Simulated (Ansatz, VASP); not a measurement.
# One calculation of NiO2, two programs

File INCAR:

```
ALGO = Normal ; EDIFF = 1E-6
ENCUT = 520 ; GGA = CA
ISIF = 2 ; ISMEAR = 0
LASPH = T ; LCHARG = F
LREAL = F ; LWAVE = F
NBANDS = 18 ; NELM = 60
PREC = Accurate ; SIGMA = 0.05
```

The input KPOINTS:

```
k-points
0
Gamma
  12 12 6
```

Contents of POSCAR:

```
NiO2
1.0
    2.6525108924      0.0000000000      0.0000000000
   -1.3262554462      2.2971418167      0.0000000000
    0.0000000000      0.0000000000      4.5631144882
Ni O
1 2
Direct
    0.0000000000      0.0000000000      0.5000000000
    0.6666666667      0.3333333333      0.6948483030
    0.3333333333      0.6666666667      0.3051516970
```

Input for Ansatz:

```yaml
crystal:
  lattice:
    - [2.6525108924, 0.0, 0.0]
    - [-1.3262554462, 2.2971418167, 0.0]
    - [0.0, 0.0, 4.5631144882]
  atoms:
    - { symbol: Ni, position: [0.0, 0.0, 0.5] }
    - { symbol: O, position: [0.6666666667, 0.3333333333, 0.694848303] }
    - { symbol: O, position: [0.3333333333, 0.6666666667, 0.305151697] }
basis:
  ecutwfc: 520.0
kpoints:
  mp_grid: { grid: [12, 12, 6] }
hamiltonian:
  xc: lda
  pseudopotentials: { kind: paw }
scf:
  occupations: { method: gaussian, width: 0.05 }
output:
  forces: true
  stress: true
  eigenvalues: true
```

Alike in both runs: task single point; functional LDA; k mesh 12 × 12 × 6; occupations gaussian, width 0.05 eV; no spin polarisation.

```csv
,VASP,Ansatz
version,VASP 6.6.1,Ansatz 0.2.0
potentials or method,"VASP PAW LDA potentials, release 64 (Ni, O), cutoff 520 eV","scalar-relativistic, plane waves, PAW"
valence electrons in the cell,22,30
```

Ansatz gave:

* gap on the k mesh at the Fermi level (eV): 1.13
* least direct gap on the mesh (eV): 1.46
* rms of the force components (eV/Å): 0.979

**Question.** What did VASP give for the same quantities?

**Answer.** gap on the k mesh at the Fermi level (eV): 1.10; least direct gap on the mesh (eV): 1.43; rms of the force components (eV/Å): 1.040.

LDA's correlation is that of Perdew and Zunger in VASP and of Perdew and Wang (1992) in Ansatz. Atom by atom the forces differ by 0.061 eV/Å (rms over components). VASP's potentials hold 22 valence electrons a cell and Ansatz's 30, so a difference there can come from the potentials and not from the codes.
